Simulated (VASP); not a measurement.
A run of VASP 6.6.1 is set up as follows.

INCAR

```
PREC     = Accurate       # precision mode
ENCUT    = 520            # plane-wave cutoff, eV
EDIFF    = 1E-6           # SCF threshold, eV
ISMEAR   = 0              # smearing method
SIGMA    = 0.05           # smearing width, eV
LREAL    = F              # projectors in reciprocal space
LASPH    = T              # aspherical terms in the spheres
NELM     = 100            # most SCF steps
ALGO     = Normal         # electronic algorithm
ISIF     = 2              # what is computed and relaxed
LWAVE    = F              # write WAVECAR
LCHARG   = F              # write CHGCAR
GGA      = PE             # functional
NBANDS   = 16             # bands
```

Contents of KPOINTS:

```
Automatic mesh
0
Gamma
  9 9 6
```

Contents of POSCAR:

```
MgO
1.0
    3.3980704147      0.0000000000      0.0000000000
   -1.6990352074      2.9428153030      0.0000000000
    0.0000000000      0.0000000000      4.5361391971
Mg O
2 2
Direct
    0.6750787713      0.3333333333      0.7500000000
    0.3417454380      0.6666666667      0.2500000000
    0.6538873553      0.3333333333      0.2500000000
    0.3205540219      0.6666666667      0.7500000000
```

Potentials or basis: VASP PAW PBE potentials, release 64 (Mg, O).

Command:

```console
$ cat potpaw_PBE.64/Mg/POTCAR potpaw_PBE.64/O/POTCAR > POTCAR
$ mpirun -np 1 vasp_std > vasp.out
```

**Question.** What does it give for the largest force?

**Answer.** 0.880 eV/Å.

**Question.** What does it give for the pressure?

**Answer.** 2.6 GPa.

**Question.** Predict the band gap on the k mesh.

**Answer.** 3.15 eV, direct.

Forces in eV/Å, atoms in the order of the input:
```
Mg  -0.873 -0.108  0.000
Mg  -0.873  0.108  0.000
O    0.873 -0.109  0.000
O    0.873  0.109  0.000
```

Caveat: the cell differs from its parent crystal (mode 8 frozen in at -0.045 Å, strain +e along z and -e/2 along x and y +0.0700).
